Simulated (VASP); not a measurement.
# CoO (R-3m) in VASP: further runs, part 2 of 3

VASP 6.6.1.

## 3. Single point, PBE+U, collinear spin, ferromagnetic start

This run uses another cell than the first one, of 10.12 Å³/atom.

INCAR

```
PREC = Accurate
ENCUT = 520
EDIFF = 1E-6
ISMEAR = 0
SIGMA = 0.1
LREAL = F
LASPH = T
NELM = 150
ALGO = Normal
ISIF = 2
LWAVE = F
LCHARG = F
ISPIN = 2
MAGMOM = 2.84 0.31
LORBIT = 11
LMAXMIX = 4
LDAU = T
LDAUTYPE = 2
LDAUL = 2 -1
LDAUU = 3.32 0
LDAUJ = 0 0
LDAUPRINT = 1
GGA = PE
NBANDS = 18
```

KPOINTS

```
Automatic mesh
0
Gamma
  18 18 18
```

POSCAR

```
CoO
1.0
    1.5367472031      0.8872414114      2.4735053790
   -1.5367472031      0.8872414114      2.4735053790
    0.0000000000     -1.7744828228      2.4735053790
Co O
1 1
Direct
    0.0000000000      0.0000000000      0.0000000000
    0.5000000000      0.5000000000      0.5000000000
```

Potentials or basis: VASP PAW PBE potentials, release 64 (Co, O).

Started as:

```console
$ cat potpaw_PBE.64/Co/POTCAR potpaw_PBE.64/O/POTCAR > POTCAR
$ mpirun -np 1 vasp_std > vasp.out
```

OUTCAR:

```text
PREC = Accurate
   ENCUT = 520
   EDIFF = 1E-6
   ISMEAR = 0
   LREAL = F
   LASPH = T
   NELM = 150
   ISIF = 2
   ISPIN = 2
   LORBIT = 11
   GGA = PE

 ion  position               nearest neighbor table
   1  0.000  0.000  0.000-   2 2.16   2 2.16   2 2.16   2 2.16   2 2.16   2 2.16
   2  0.500  0.500  0.500-   1 2.16   1 2.16   1 2.16   1 2.16   1 2.16   1 2.16

  LATTYP: Found a trigonal (rhomboedric) cell.
 ALAT       =     3.0441777458
 COS(alpha) =     0.4903232241

  Lattice vectors:

 A1 = (   1.5367472031,   0.8872414114,   2.4735053790)
 A2 = (  -1.5367472031,   0.8872414114,   2.4735053790)
 A3 = (   0.0000000000,  -1.7744828228,   2.4735053790)

Analysis of symmetry for initial positions (statically):
=====================================================================
 Subroutine PRICEL returns:
 Original cell was already a primitive cell.

 Routine SETGRP: Setting up the symmetry group for a
 trigonal (rhombohedral) supercell.

 Subroutine GETGRP returns: Found 12 space group operations
 (whereof 12 operations were pure point group operations)
 out of a pool of 12 trial point group operations.

The static configuration has the point symmetry D_3d.

Analysis of symmetry for dynamics (positions and initial velocities):
=====================================================================
 Subroutine PRICEL returns:
 Original cell was already a primitive cell.

 Routine SETGRP: Setting up the symmetry group for a
 trigonal (rhombohedral) supercell.

 Subroutine GETGRP returns: Found 12 space group operations
 (whereof 12 operations were pure point group operations)
 out of a pool of 12 trial point group operations.

The dynamic configuration has the point symmetry D_3d.
[... 185 lines left out ...]
  o =  1.0065  v = -0.5822 -0.0000  0.0000  0.8130  0.0000  0.0000  0.0000  0.0000  0.0000  0.0000      0.0000  0.0000  0.0000  0.0000  0.0000  0.0000  0.0000  0.0000  0.0000  0.0000
  o =  1.0065  v = -0.0000  0.8130 -0.0000  0.0000 -0.5822  0.0000  0.0000  0.0000  0.0000  0.0000      0.0000  0.0000  0.0000  0.0000  0.0000  0.0000  0.0000  0.0000  0.0000  0.0000

 number of electron      15.0000001 magnetization       2.9999916

 Free energy of the ion-electron system (eV)
  ---------------------------------------------------
  ext. energy  EPLUGINS =         0.00000000
  ---------------------------------------------------
  free energy    TOTEN  =       -11.47133911 eV

  energy without entropy =      -11.46354136  energy(sigma->0) =      -11.46744023

 E-fermi :   7.1070     XC(G=0): -12.1189

 val. band max:        7.1063366697   @ k =  -0.3889   0.1667   0.1667
 cond. band min:       7.1073143381   @ k =  -0.3889   0.1111   0.1111
 fundamental gap:      0.0009776684
 Fermi energy:         7.1069835407

 spin component 1

 k-point     1 :       0.0000    0.0000    0.0000
  band No.  band energies     occupation
      1     -12.3335      1.00000
      2       2.2210      1.00000
      3       2.2210      1.00000
      4       2.4539      1.00000
      5       2.4539      1.00000
      6       3.1585      1.00000
[... 1001 lines left out ...]
     17      33.9550      0.00000
     18      36.3714      0.00000

 [... further k-points ...]

------------------------ aborting loop because EDIFF is reached ----------------------------------------

  FORCE on cell =-STRESS in cart. coord.  units (eV):
  Direction    XX          YY          ZZ          XY          YZ          ZX
  --------------------------------------------------------------------------------------
  -------------------------------------------------------------------------------------
  Total       -0.9197260     -0.9197260     -0.9676298     -0.0000000      0.0000000      0.0000000
  in kB      -72.8216774    -72.8216774    -76.6145915     -0.0000000      0.0000000      0.0000000
  external PRESSURE =     -74.0859821 kB  Pullay stress =       0.0000000 kB

 VOLUME and BASIS-vectors are now :
 -----------------------------------------------------------------------------
  energy-cutoff  :      520.00
  volume of cell :       20.24
      direct lattice vectors                 reciprocal lattice vectors
     1.536747203  0.887241411  2.473505379     0.325362557  0.187848160  0.134761515
    -1.536747203  0.887241411  2.473505379    -0.325362557  0.187848160  0.134761515
     0.000000000 -1.774482823  2.473505379     0.000000000 -0.375696320  0.134761515

 POSITION                                       TOTAL-FORCE (eV/Angst)
 -----------------------------------------------------------------------------------
      0.00000      0.00000      0.00000         0.000000     -0.000000     -0.000000
      0.00000      0.00000      3.71026        -0.000000      0.000000      0.000000
 -----------------------------------------------------------------------------------
    total drift:                               -0.000000      0.000000     -0.000000

  FREE ENERGIE OF THE ION-ELECTRON SYSTEM (eV)
  ---------------------------------------------------
  free  energy   TOTEN  =       -11.4713391079 eV

  energy  without entropy=      -11.4635413605  energy(sigma->0) =      -11.46744023

 total charge

# of ion       s       p       d       tot
------------------------------------------
    1        0.286   0.333   7.112   7.731
    2        1.553   3.424   0.000   4.977
--------------------------------------------------
tot          1.839   3.757   7.112  12.708

 magnetization (x)

# of ion       s       p       d       tot
------------------------------------------
    1        0.020   0.016   2.693   2.730
    2        0.021   0.225   0.000   0.246
--------------------------------------------------
tot          0.042   0.241   2.693   2.976
```

OSZICAR:

```text
N       E                     dE             d eps       ncg     rms          rms(c)
DAV:   1     0.828276678925E+02    0.82828E+02   -0.67850E+03 43130   0.959E+02
DAV:   2    -0.789002353817E+01   -0.90718E+02   -0.77730E+02 43918   0.222E+02
DAV:   3    -0.132872671874E+02   -0.53972E+01   -0.52985E+01 48284   0.584E+01
[... 11 lines left out ...]
DAV:  15    -0.114712843894E+02   -0.30695E-03   -0.23115E-03 57842   0.337E-01    0.578E-02
DAV:  16    -0.114713292579E+02   -0.44869E-04   -0.11918E-04 59262   0.134E-01    0.233E-02
DAV:  17    -0.114713343689E+02   -0.51109E-05   -0.11913E-05 45986   0.580E-02    0.130E-02
DAV:  18    -0.114713386016E+02   -0.42327E-05   -0.16285E-05 46366   0.321E-02    0.474E-03
DAV:  19    -0.114713391079E+02   -0.50636E-06   -0.30994E-06 31950   0.157E-02
   1 F= -.11471339E+02 E0= -.11467440E+02  d E =-.779775E-02  mag=     2.9999
```

It took 2.6 min on 1 thread of Intel Xeon 6975P-C (Granite Rapids), shared host; peak memory 0.42 GiB.

Results:

- Free energy: -11.4713 eV
- Pressure: -7.4 GPa
- Band gap on the k mesh: zero (filled and empty bands overlap)
- Net moment: 3.00 μB per cell
- Site moments: Co +2.73; O +0.25 μB
- Valence electrons inside the program's atomic spheres: Co 7.73; O 4.98

Eigenvalues of the final occupation matrices:
| site | spin | trace | eigenvalues |
| --- | --- | --- | --- |
| site 1 d | 1 | 4.91 | 0.97 0.97 0.97 1.01 1.01 |
| site 1 d | 2 | 2.22 | 0.12 0.12 0.51 0.51 0.96 |

Caveat: the cell stands under tension; a cell with one magnetic atom can't hold antiferromagnetic order, which such compounds often take. The state reached can hang on the start; a lower one may exist.

## 4. Single point, PBE+U, collinear spin, ferromagnetic start

This run uses another cell than the first one, of 10.12 Å³/atom.

INCAR is that of step 3.

KPOINTS is that of step 3.

POSCAR

```
CoO
1.0
    1.5367472036      0.8872414117      2.4735053773
   -1.5367472036      0.8872414117      2.4735053773
    0.0000000000     -1.7744828233      2.4735053773
Co O
1 1
Direct
    0.0000000000      0.0000000000      0.0000000000
    0.5000000000      0.5000000000      0.5000000000
```

Potentials or basis: VASP PAW PBE potentials, release 64 (Co, O).

Started as:

```console
$ cat potpaw_PBE.64/Co/POTCAR potpaw_PBE.64/O/POTCAR > POTCAR
$ mpirun -np 1 vasp_std > vasp.out
```

OUTCAR:

```text
PREC = Accurate
   ENCUT = 520
   EDIFF = 1E-6
   ISMEAR = 0
   LREAL = F
   LASPH = T
   NELM = 150
   ISIF = 2
   ISPIN = 2
   LORBIT = 11
   GGA = PE

 ion  position               nearest neighbor table
   1  0.000  0.000  0.000-   2 2.16   2 2.16   2 2.16   2 2.16   2 2.16   2 2.16
   2  0.500  0.500  0.500-   1 2.16   1 2.16   1 2.16   1 2.16   1 2.16   1 2.16

  LATTYP: Found a trigonal (rhomboedric) cell.
 ALAT       =     3.0441777448
 COS(alpha) =     0.4903232234

  Lattice vectors:

 A1 = (   1.5367472036,   0.8872414117,   2.4735053773)
 A2 = (  -1.5367472036,   0.8872414117,   2.4735053773)
 A3 = (   0.0000000000,  -1.7744828233,   2.4735053773)

Analysis of symmetry for initial positions (statically):
=====================================================================
 Subroutine PRICEL returns:
 Original cell was already a primitive cell.

 Routine SETGRP: Setting up the symmetry group for a
 trigonal (rhombohedral) supercell.

 Subroutine GETGRP returns: Found 12 space group operations
 (whereof 12 operations were pure point group operations)
 out of a pool of 12 trial point group operations.

The static configuration has the point symmetry D_3d.

Analysis of symmetry for dynamics (positions and initial velocities):
=====================================================================
 Subroutine PRICEL returns:
 Original cell was already a primitive cell.

 Routine SETGRP: Setting up the symmetry group for a
 trigonal (rhombohedral) supercell.

 Subroutine GETGRP returns: Found 12 space group operations
 (whereof 12 operations were pure point group operations)
 out of a pool of 12 trial point group operations.

The dynamic configuration has the point symmetry D_3d.

[... 184 lines left out ...]
  o =  1.0065  v = -0.5822 -0.0000 -0.0000  0.8130 -0.0000  0.0000  0.0000  0.0000  0.0000  0.0000      0.0000  0.0000  0.0000  0.0000  0.0000  0.0000  0.0000  0.0000  0.0000  0.0000
  o =  1.0065  v =  0.0000 -0.8130 -0.0000  0.0000  0.5822  0.0000  0.0000  0.0000  0.0000  0.0000      0.0000  0.0000  0.0000  0.0000  0.0000  0.0000  0.0000  0.0000  0.0000  0.0000

 number of electron      15.0000001 magnetization       2.9999916

 Free energy of the ion-electron system (eV)
  ---------------------------------------------------
  ext. energy  EPLUGINS =         0.00000000
  ---------------------------------------------------
  free energy    TOTEN  =       -11.47133911 eV

  energy without entropy =      -11.46354136  energy(sigma->0) =      -11.46744023

 E-fermi :   7.1070     XC(G=0): -12.1189

 val. band max:        7.1063366697   @ k =  -0.3889   0.1667   0.1667
 cond. band min:       7.1073143379   @ k =  -0.3889   0.1111   0.1111
 fundamental gap:      0.0009776682
 Fermi energy:         7.1069835419

 spin component 1

 k-point     1 :       0.0000    0.0000    0.0000
  band No.  band energies     occupation
      1     -12.3335      1.00000
      2       2.2210      1.00000
      3       2.2210      1.00000
      4       2.4539      1.00000
      5       2.4539      1.00000
      6       3.1585      1.00000
[... 1001 lines left out ...]
     17      33.9550      0.00000
     18      36.3714      0.00000

 [... further k-points ...]

------------------------ aborting loop because EDIFF is reached ----------------------------------------

  FORCE on cell =-STRESS in cart. coord.  units (eV):
  Direction    XX          YY          ZZ          XY          YZ          ZX
  --------------------------------------------------------------------------------------
  -------------------------------------------------------------------------------------
  Total       -0.9197259     -0.9197259     -0.9676298      0.0000000     -0.0000000      0.0000000
  in kB      -72.8216763    -72.8216763    -76.6145903      0.0000000     -0.0000000      0.0000000
  external PRESSURE =     -74.0859809 kB  Pullay stress =       0.0000000 kB

 VOLUME and BASIS-vectors are now :
 -----------------------------------------------------------------------------
  energy-cutoff  :      520.00
  volume of cell :       20.24
      direct lattice vectors                 reciprocal lattice vectors
     1.536747204  0.887241412  2.473505377     0.325362557  0.187848160  0.134761516
    -1.536747204  0.887241412  2.473505377    -0.325362557  0.187848160  0.134761516
     0.000000000 -1.774482823  2.473505377     0.000000000 -0.375696320  0.134761516

 POSITION                                       TOTAL-FORCE (eV/Angst)
 -----------------------------------------------------------------------------------
      0.00000      0.00000      0.00000         0.000000      0.000000     -0.000000
      0.00000      0.00000      3.71026        -0.000000      0.000000      0.000000
 -----------------------------------------------------------------------------------
    total drift:                               -0.000000      0.000000     -0.000000

  FREE ENERGIE OF THE ION-ELECTRON SYSTEM (eV)
  ---------------------------------------------------
  free  energy   TOTEN  =       -11.4713391070 eV

  energy  without entropy=      -11.4635413595  energy(sigma->0) =      -11.46744023

 total charge

# of ion       s       p       d       tot
------------------------------------------
    1        0.286   0.333   7.112   7.731
    2        1.553   3.424   0.000   4.977
--------------------------------------------------
tot          1.839   3.757   7.112  12.708

 magnetization (x)

# of ion       s       p       d       tot
------------------------------------------
    1        0.020   0.016   2.693   2.730
    2        0.021   0.225   0.000   0.246
--------------------------------------------------
tot          0.042   0.241   2.693   2.976
```

stdout:

```text
POSCAR found type information on POSCAR CoO
 POSCAR found :  2 types and       2 ions
 scaLAPACK will be used
 LDA part: xc-table for (Slater+PW92), standard interpolation
 POSCAR, INCAR and KPOINTS ok, starting setup
 FFT: planning ... GRIDC
 FFT: planning ... GRID_SOFT
 FFT: planning ... GRID
 WAVECAR not read
 entering main loop
```

It took 6.4 min on 1 thread of Intel Xeon Platinum 8259CL at 2.50GHz (Skylake/Cascade Lake), shared host; peak memory 0.42 GiB.

Results:

```
Free energy                                           : -11.4713 eV
Pressure                                              : -7.4 GPa
Band gap on the k mesh                                : zero (filled and empty bands overlap)
Net moment                                            : 3.00 μB per cell
Site moments                                          : Co +2.73; O +0.25 μB
Valence electrons inside the program's atomic spheres : Co 7.73; O 4.98
```

Eigenvalues of the final occupation matrices:
```tsv
site	spin	trace	eigenvalues
site 1 d	1	4.91	0.97 0.97 0.97 1.01 1.01
site 1 d	2	2.22	0.12 0.12 0.51 0.51 0.96
```

Caveat: the cell stands under tension; a cell with one magnetic atom can't hold antiferromagnetic order, which such compounds often take. The state reached can hang on the start; a lower one may exist.

[end of part 2 of 3]
